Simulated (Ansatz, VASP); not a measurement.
MoS2 in VASP and in Ansatz

INCAR

```
SYSTEM = MoS2
ALGO = Normal
EDIFF = 1E-7
EDIFFG = -0.01
ENCUT = 600
GGA = PE
IBRION = 2
ISIF = 3
ISMEAR = 0
LASPH = .TRUE.
LCHARG = .FALSE.
LREAL = .FALSE.
LWAVE = .FALSE.
NELM = 60
NSW = 100
PREC = Accurate
SIGMA = 0.02
```

Contents of KPOINTS:

```
k-points
0
G
  12 12 2
  0 0 0
```

The input POSCAR:

```
MoS2
1.0
    3.1850687626      0.0000000000      0.0000000000
   -1.5925343813      2.7583504612      0.0000000000
    0.0000000000      0.0000000000     14.8079937081
Mo S
2 4
Direct
    0.6666666667      0.3333333333      0.2500000000
    0.3333333333      0.6666666667      0.7500000000
    0.6666666667      0.3333333333      0.6444803424
    0.3333333333      0.6666666667      0.3555196576
    0.6666666667      0.3333333333      0.8555196576
    0.3333333333      0.6666666667      0.1444803424
```

Input for Ansatz:

```yaml
crystal:
  lattice:
    - [3.1850687626, 0.0, 0.0]
    - [-1.5925343813, 2.7583504612, 0.0]
    - [0.0, 0.0, 14.8079937081]
  atoms:
    - { symbol: Mo, position: [0.6666666667, 0.3333333333, 0.25] }
    - { symbol: Mo, position: [0.3333333333, 0.6666666667, 0.75] }
    - { symbol: S, position: [0.6666666667, 0.3333333333, 0.6444803424] }
    - { symbol: S, position: [0.3333333333, 0.6666666667, 0.3555196576] }
    - { symbol: S, position: [0.6666666667, 0.3333333333, 0.8555196576] }
    - { symbol: S, position: [0.3333333333, 0.6666666667, 0.1444803424] }
basis:
  ecutwfc: 420
kpoints:
  mp_grid: { grid: [12, 12, 2] }
hamiltonian:
  xc: pbe
scf:
  occupations: { method: gaussian, width: 0.02 }
output:
  forces: true
  stress: true
  eigenvalues: true
relax:
  adjacent_minimum: "off"
  f_tol: 0.01
  max_steps: 80
  cell: { stress_tol: 0.05 }
```

Alike in both runs: task relaxation of cell and atoms; functional PBE; k mesh 12 × 12 × 2; occupations gaussian, width 0.02 eV; no spin polarisation.

```csv
,VASP,Ansatz
version,VASP 6.6.1,Ansatz 0.2.0
potentials or method,"VASP PAW PBE potentials, release 64 (Mo_sv, S), cutoff 600 eV","scalar-relativistic, plane waves, PAW"
valence electrons in the cell,52,52
```

```csv
,VASP,Ansatz,Ansatz less VASP
"gap on the k mesh at the Fermi level, each at its own relaxed structure (eV)",1.46,1.45,-0.012
relaxed volume (Å³/atom),21.67,21.68,+0.016
relaxed cell length with the largest relative difference (Å),14.803,14.808,+0.0045
```
